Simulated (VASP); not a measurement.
The system is BiTe5.

```
CELL_PARAMETERS angstrom
7.01477 0.00000 0.00000
0.00000 7.01477 0.00000
0.00000 0.00000 4.53509
ATOMIC_POSITIONS crystal
Bi 0.50000 0.50000 0.50000
Te 0.73912 0.00000 0.00000
Te 0.26088 0.00000 0.00000
Te 0.00000 0.73912 0.00000
Te 0.00000 0.26088 0.00000
Te 0.50000 0.50000 0.00000
```

The cell was built from a structure type or drawn by symmetry, and may not be a known phase.

- Program: VASP 6.6.1
- Task: relaxation of cell and atoms
- Functional: PBE
- Potentials or basis: VASP PAW PBE potentials, release 64 (Bi_d, Te)
- Cutoff: 600 eV
- k mesh: 4 × 4 × 4
- Occupations: gaussian, width 0.1 eV
- Spin: no spin polarisation

At the start: pressure 22.1 GPa; volume 37.19 Å³/atom.

**Question.** How do energy, volume and symmetry change on relaxing?

**Answer.** Over 8 steps the energy falls by 1073.7 meV/atom and the volume is 52.33 Å³/atom (+40.7 %); space group P4/mmm (No. 123, to 0.1 Å) before and after.

The path:
```tsv
step	energy change (eV)	largest force (eV/Å)	pressure (GPa)	volume (Å³)
1	0.0000	3.4375	22.14	223.16
2	-4.4316	1.0786	-3.75	421.94
3	-6.2473	0.4004	-0.25	311.50
4	-6.2570	0.6225	-1.05	324.04
5	-6.2642	0.5607	-0.81	320.26
6	-6.4364	0.1124	0.31	310.57
7	-6.4365	0.0924	0.28	310.79
8	-6.4420	0.0235	-0.01	314.01
```

Final structure:
```xyz
6
Lattice="7.2903 0.0000 0.0000 0.0000 7.2903 0.0000 0.0000 0.0000 5.9081" Properties=species:S:1:pos:R:3 pbc="T T T"
Bi    3.6451    3.6451    2.9541
Te    5.3067    0.0000    0.0000
Te    1.9836    0.0000    5.9081
Te    7.2903    5.3067    0.0000
Te    7.2903    1.9836    5.9081
Te    3.6451    3.6451    0.0000
```

Caveat: the volume moved by over 15 % at a fixed basis, so the end points are rough.
